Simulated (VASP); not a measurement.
# MgO2 (R-3m) in VASP: further runs

Runs on MgO2. Level: PBEsol. Tasks: single point.

Program: VASP 6.6.1. These are calculated values, not measurements. Logs are shortened: lines on timing, memory, paths and dates and some standing lists are left out, and cuts for length are marked.

### Step 1. The cell of the first run

It takes space group R-3m (No. 166, trigonal). Conventional cell: a = 3.168 Å, b = 3.168 Å, c = 10.372 Å, α = 90.00°, β = 90.00°, γ = 120.00°. Within 2.8 Å of Mg (site symmetry -3m) lie 6 O at 2.08 Å. O (site symmetry 3m) has 1 O at 1.47 Å within 2.0 Å.

### Step 2. Single point, PBEsol

File INCAR:

```
SYSTEM = MgO2
PREC = Accurate
ENCUT = 520
EDIFF = 1E-6
ISMEAR = 0
SIGMA = 0.02
LREAL = .FALSE.
LASPH = .TRUE.
NELM = 80
ALGO = Normal
ISIF = 2
LWAVE = .FALSE.
LCHARG = .FALSE.
GGA = PS
NBANDS = 14
```

File KPOINTS:

```
regular mesh
0
G
  12 12 12
  0 0 0
```

File POSCAR:

```
MgO2
1.0
    1.5838234691      0.9144209062      3.4573706184
   -1.5838234691      0.9144209062      3.4573706184
    0.0000000000     -1.8288418125      3.4573706184
Mg O
1 2
Direct
    0.0000000000      0.0000000000      0.0000000000
    0.4291433726      0.4291433726      0.4291433726
    0.5708566274      0.5708566274      0.5708566274
```

Potentials or basis: VASP PAW PBE potentials, release 64 (Mg, O).

Command:

```sh
$ cat potpaw_PBE.64/Mg/POTCAR potpaw_PBE.64/O/POTCAR > POTCAR
$ mpirun -np 1 vasp_std > vasp.out
```

OUTCAR:

```text
SYSTEM = MgO2
   PREC = Accurate
   ENCUT = 520
   EDIFF = 1E-6
   ISMEAR = 0
   LREAL = .FALSE.
   LASPH = .TRUE.
   NELM = 80
   ISIF = 2
   GGA = PS

 ion  position               nearest neighbor table
   1  0.000  0.000  0.000-   3 2.08   2 2.08   3 2.08   3 2.08   2 2.08   2 2.08
   2  0.429  0.429  0.429-   3 1.47   1 2.08   1 2.08   1 2.08
   3  0.571  0.571  0.571-   2 1.47   1 2.08   1 2.08   1 2.08

  LATTYP: Found a trigonal (rhomboedric) cell.
 ALAT       =     3.9112752355
 COS(alpha) =     0.6720506403

  Lattice vectors:

 A1 = (   1.5838234691,   0.9144209062,   3.4573706184)
 A2 = (  -1.5838234691,   0.9144209062,   3.4573706184)
 A3 = (   0.0000000000,  -1.8288418125,   3.4573706184)

Analysis of symmetry for initial positions (statically):
=====================================================================
 Subroutine PRICEL returns:
 Original cell was already a primitive cell.

 Routine SETGRP: Setting up the symmetry group for a
 trigonal (rhombohedral) supercell.

 Subroutine GETGRP returns: Found 12 space group operations
 (whereof 12 operations were pure point group operations)
 out of a pool of 12 trial point group operations.

The static configuration has the point symmetry D_3d.

Analysis of symmetry for dynamics (positions and initial velocities):
=====================================================================
 Subroutine PRICEL returns:
 Original cell was already a primitive cell.

 Routine SETGRP: Setting up the symmetry group for a
 trigonal (rhombohedral) supercell.

 Subroutine GETGRP returns: Found 12 space group operations
 (whereof 12 operations were pure point group operations)
 out of a pool of 12 trial point group operations.

The dynamic configuration has the point symmetry D_3d.

 Subroutine INISYM returns: Found 12 space group operations
 (whereof 12 operations are pure point group operations),
 and found     1 'primitive' translations

----------------------------------------------------------------------------------------

                                     Primitive cell

  volume of cell :      30.0435

  direct lattice vectors                    reciprocal lattice vectors
     1.583823469  0.914420906  3.457370618     0.315691748  0.182264716  0.096412381
    -1.583823469  0.914420906  3.457370618    -0.315691748  0.182264716  0.096412381
     0.000000000 -1.828841813  3.457370618     0.000000000 -0.364529432  0.096412381

  length of vectors
     3.911275236  3.911275236  3.911275236     0.377063726  0.377063726  0.377063726

  position of ions in fractional coordinates (direct lattice)
     0.000000000  0.000000000  0.000000000
     0.429143373  0.429143373  0.429143373
     0.570856627  0.570856627  0.570856627

  ion indices of the primitive-cell ions
   primitive index   ion index
                 1           1
                 2           2
                 3           3

----------------------------------------------------------------------------------------

 KPOINTS: regular mesh

Automatic generation of k-mesh.
 Grid dimensions read from file:
 generate k-points for:   12   12   12

 Generating k-lattice:

  Cartesian coordinates                     Fractional coordinates (reciprocal lattice)
     0.026307646  0.015188726  0.008034365     0.083333333 -0.000000000  0.000000000
    -0.026307646  0.015188726  0.008034365    -0.000000000  0.083333333  0.000000000
     0.000000000 -0.030377453  0.008034365    -0.000000000 -0.000000000  0.083333333

  Length of vectors
     0.031421977  0.031421977  0.031421977

  Shift w.r.t. Gamma in fractional coordinates (k-lattice)
     0.000000000  0.000000000  0.000000000

 Subroutine IBZKPT returns following result:
 ===========================================

 Found    189 irreducible k-points:

 Following reciprocal coordinates:
            Coordinates               Weight
  0.000000  0.000000  0.000000      1.000000
  0.083333 -0.000000  0.000000      6.000000
  0.166667  0.000000  0.000000      6.000000
  0.250000  0.000000  0.000000      6.000000
  0.333333  0.000000  0.000000      6.000000
  0.416667  0.000000  0.000000      6.000000
[... 16 lines left out ...]
  0.500000  0.166667  0.000000     12.000000
 -0.416667  0.166667  0.000000     12.000000
 [... further k-points ...]
   k-points           NKPTS =    189   k-points in BZ     NKDIM =    189   number of bands    NBANDS=     14
   number of dos      NEDOS =    301   number of ions     NIONS =      3
   total plane-waves  NPLWV =  27000
   dimension x,y,z NGX =    30 NGY =   30 NGZ =   30
   dimension x,y,z NGXF=    60 NGYF=   60 NGZF=   60
   ions per type =               1   2
   NGX,Y,Z   is equivalent  to a cutoff of  12.75, 12.75, 12.75 a.u.
   NGXF,Y,Z  is equivalent  to a cutoff of  25.50, 25.50, 25.50 a.u.
 SYSTEM =  MgO2
   PREC   = accura    normal or accurate (medium, high low for compatibility)
   ISTART =      0    job   : 0-new  1-cont  2-samecut
   ICHARG =      2    charge: 1-file 2-atom 10-const
   ISPIN  =      1    spin polarized calculation?
   LNONCOLLINEAR =      F non collinear calculations
   LSORBIT =      F    spin-orbit coupling
   LASPH  =      T    aspherical Exc in radial PAW
   ENCUT  =  520.0 eV  38.22 Ry    6.18 a.u.   7.27  7.27  7.27*2*pi/ulx,y,z
   NELM   =     80;   NELMIN=  2; NELMDL= -5     # of ELM steps
   EDIFF  = 0.1E-05   stopping-criterion for ELM
   LREAL  =      F    real-space projection
   EDIFFG = 0.1E-04   stopping-criterion for IOM
   NSW    =      0    number of steps for IOM
   IBRION =     -1    ionic relax: 0-MD 1-quasi-New 2-CG
   NFREE  =      0    steps in history (QN), initial steepest desc. (CG)
   ISIF   =      2    stress and relaxation
   ISYM   =      2    0-nonsym 1-usesym 2-fastsym
   POTIM  = 0.5000    time-step for ionic-motion
   TEBEG  =    0.0;   TEEND  =   0.0 temperature during run
   PSTRESS=    0.0 pullay stress
   NELECT =      14.0000    total number of electrons
   NUPDOWN=      -1.0000    fix difference up-down
   EMIN   =  10.00;   EMAX   =-10.00  energy-range for DOS
   EFERMI =   0.00;   METHOD = LEGACY
   ISMEAR =     0;   SIGMA  =   0.02  broadening in eV -4-tet -1-fermi 0-gaus
   EFERMI_NEDOS =   21; number of points for ismear=-14 and -15
   IALGO  =     38    algorithm
   IMIX   =      4    mixing-type and parameters
     AMIX     =   0.40;   BMIX     =  1.00
     AMIX_MAG =   1.60;   BMIX_MAG =  1.00
  volume/ion in A,a.u.               =      10.01        67.58
  Fermi-wavevector in a.u.,A,eV,Ry     =   1.269212  2.398463 21.917610  1.610899
  Thomas-Fermi vector in A             =   2.402265
   LORBIT       =      0    0 simple, 1 ext, 2 COOP (PROOUT), +10 PAW based schemes
   GGA     = PS    functional components
   LHFCALC =     F    Hartree Fock is set to
   AEXX    =    0.0000 exact exchange contribution
   IVDW    =     0    specifies the selected vdW correction
   LEPSILON=     F    determine dielectric tensor
   LRPA    =     F    only Hartree local field effects (RPA)
 non-spin polarized calculation
 Gauss-broadening in eV      SIGMA  =   0.02
  energy-cutoff  :      520.00
  volume of cell :       30.04
 maximum number of plane-waves:       826
 NGX is ok and might be reduce to    30
   NGX = 15   NGY = 15   NGZ = 15

 number of electron      14.0000002 magnetization

 Free energy of the ion-electron system (eV)
  ---------------------------------------------------
  ext. energy  EPLUGINS =         0.00000000
  ---------------------------------------------------
  free energy    TOTEN  =       -17.22253066 eV

  energy without entropy =      -17.22253066  energy(sigma->0) =      -17.22253066

 E-fermi :   3.0773     XC(G=0): -10.6189

 val. band max:        2.9432469611   @ k =   0.5000   0.5000   0.5000
 cond. band min:       5.3919010804   @ k =   0.5000   0.5000   0.5000
 fundamental gap:      2.4486541193
 Fermi energy:         3.0773387600

 k-point     1 :       0.0000    0.0000    0.0000
  band No.  band energies     occupation
      1     -18.7247      2.00000
      2     -11.5438      2.00000
      3      -5.0765      2.00000
      4      -0.5704      2.00000
      5      -0.5704      2.00000
      6       2.0885      2.00000
      7       2.0885      2.00000
      8       7.5402      0.00000
      9       7.9743      0.00000
     10      15.1958      0.00000
     11      16.9246      0.00000
     12      17.7376      0.00000
     13      17.7376      0.00000
     14      19.7418      0.00000

 k-point     2 :       0.0833   -0.0000    0.0000
  band No.  band energies     occupation
      1     -18.6913      2.00000
      2     -11.5656      2.00000
      3      -5.0220      2.00000
      4      -0.7782      2.00000
      5      -0.5964      2.00000
      6       2.0338      2.00000
      7       2.0564      2.00000
      8       7.7039      0.00000
      9       8.0877      0.00000
     10      15.2108      0.00000
     11      16.9979      0.00000
     12      17.0659      0.00000
     13      17.9371      0.00000
     14      19.4121      0.00000

 k-point     3 :       0.1667    0.0000    0.0000
  band No.  band energies     occupation
      1     -18.5984      2.00000
      2     -11.6253      2.00000
      3      -4.8717      2.00000
      4      -1.3082      2.00000
      5      -0.6663      2.00000
      6       1.9090      2.00000
      7       1.9694      2.00000
      8       7.7914      0.00000
      9       8.6978      0.00000
     10      15.2361      0.00000
     11      15.8400      0.00000
     12      17.3465      0.00000
     13      18.5184      0.00000
     14      18.6847      0.00000
[... 324 lines left out ...]
 k-point    23 :       0.5000    0.1667    0.0000
  band No.  band energies     occupation
      1     -18.1626      2.00000
      2     -11.9857      2.00000
      3      -3.8395      2.00000
      4      -3.1007      2.00000
      5      -1.3055      2.00000
      6       1.3472      2.00000
      7       1.9358      2.00000
      8       7.1721      0.00000
      9      12.2169      0.00000
     10      13.1006      0.00000
     11      15.3684      0.00000
     12      17.4404      0.00000
     13      17.8685      0.00000
     14      20.3805      0.00000

 k-point    24 :      -0.4167    0.1667    0.0000
  band No.  band energies     occupation
      1     -18.1499      2.00000
      2     -11.9247      2.00000
      3      -4.0133      2.00000
      4      -3.0360      2.00000
      5      -1.3619      2.00000
      6       1.4155      2.00000
      7       1.7089      2.00000
      8       7.2681      0.00000
      9      12.2513      0.00000
     10      13.3252      0.00000
     11      15.6662      0.00000
     12      17.3742      0.00000
     13      17.6210      0.00000
     14      20.3721      0.00000

 [... further k-points ...]
[... 5 lines left out ...]
  --------------------------------------------------------------------------------------
  -------------------------------------------------------------------------------------
  Total       -0.1328683     -0.1328683      0.2031136      0.0000000     -0.0000000     -0.0000000
  in kB       -7.0856838     -7.0856838     10.8317713      0.0000000     -0.0000000     -0.0000000
  external PRESSURE =      -1.1131988 kB  Pullay stress =       0.0000000 kB

 VOLUME and BASIS-vectors are now :
 -----------------------------------------------------------------------------
  energy-cutoff  :      520.00
  volume of cell :       30.04
      direct lattice vectors                 reciprocal lattice vectors
     1.583823469  0.914420906  3.457370618     0.315691748  0.182264716  0.096412381
    -1.583823469  0.914420906  3.457370618    -0.315691748  0.182264716  0.096412381
     0.000000000 -1.828841813  3.457370618     0.000000000 -0.364529432  0.096412381

 POSITION                                       TOTAL-FORCE (eV/Angst)
 -----------------------------------------------------------------------------------
      0.00000      0.00000      0.00000         0.000000     -0.000000     -0.000000
      0.00000     -0.00000      4.45112         0.000000      0.000000     -0.204926
      0.00000     -0.00000      5.92099         0.000000     -0.000000      0.204926
 -----------------------------------------------------------------------------------
    total drift:                                0.000000      0.000000      0.000000

  FREE ENERGIE OF THE ION-ELECTRON SYSTEM (eV)
  ---------------------------------------------------
  free  energy   TOTEN  =       -17.2225306582 eV

  energy  without entropy=      -17.2225306582  energy(sigma->0) =      -17.22253066
```

Run time: 40 s. Hardware: 1 thread of Intel Xeon 6975P-C (Granite Rapids), shared host; peak memory 0.22 GiB.

What came out:

| Quantity | Value |
| --- | --- |
| Free energy | -17.2225 eV |
| Pressure | -0.1 GPa |
| Largest force | 0.205 eV/Å |
| Band gap on the k mesh | 2.45 eV, direct |

Forces on the atoms (eV/Å):
```
Mg   0.000  0.000  0.000
O    0.000  0.000 -0.205
O    0.000  0.000  0.205
```

Stress tensor (GPa, compression positive):
```
-0.71  0.00  0.00
 0.00 -0.71  0.00
 0.00  0.00  1.08
```

Caveat: the PAW data sets were made with another functional, which shifts forces and pressure a little. Expect the measured gap to be larger: semilocal functionals such as PBEsol lack the derivative discontinuity.

(Part 1 of 2 ends here.)
